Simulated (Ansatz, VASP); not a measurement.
# LaZn in VASP and in Ansatz

INCAR

```
PREC = Accurate ; ENCUT = 520
EDIFF = 1E-8 ; ISMEAR = -1
SIGMA = 0.05 ; LREAL = F
LASPH = T ; NELM = 60
ALGO = Normal ; ISIF = 2
LWAVE = F ; LCHARG = F
LEFG = T ; NBANDS = 18
```

The input KPOINTS:

```
Automatic mesh
0
Gamma
  9 9 9
```

The input POSCAR:

```
LaZn
1.0
    3.7748351608      0.0000000000      0.0000000000
    0.0000000000      3.7748351608      0.0000000000
    0.0000000000      0.0000000000      3.7748351608
La Zn
1 1
Direct
    0.5000000000      0.5000000000      0.5000000000
    0.0000000000      0.0000000000      0.0000000000
```

Input for Ansatz:

```yaml
crystal:
  lattice:
    - [3.7748351608, 0.0, 0.0]
    - [0.0, 3.7748351608, 0.0]
    - [0.0, 0.0, 3.7748351608]
  atoms:
    - { symbol: La, position: [0.5, 0.5, 0.5] }
    - { symbol: Zn, position: [0.0, 0.0, 0.0] }
kpoints:
  mp_grid: { grid: [9, 9, 9] }
scf:
  occupations: { method: fermi_dirac, width: 0.05 }
hamiltonian:
  xc: lda
  pseudopotentials: { kind: paw }
output:
  forces: true
  stress: true
  eigenvalues: true
  efg: { contact_densities: true }
```

Change from the starting cell: volume scaled by 1.02, PAW files.

Alike in both runs: task electric field gradients; functional LDA; k mesh 9 × 9 × 9; occupations fermi-dirac, width 0.05 eV; no spin polarisation.

```csv
,VASP,Ansatz
version,VASP 6.6.1,Ansatz 0.2.0
potentials or method,"VASP PAW LDA potentials, release 64 (La, Zn)","PAW with Ansatz's default frozen-core files, scalar-relativistic"
plane-wave cutoff (eV),520,420
valence electrons in the cell,23,23
```

```tsv
	VASP	Ansatz	Ansatz less VASP
pressure (GPa)	-4.8	-4.8	-0.04
```

LDA's correlation is that of Perdew and Zunger in VASP and of Perdew and Wang (1992) in Ansatz.

Spin-orbit coupling is off throughout.
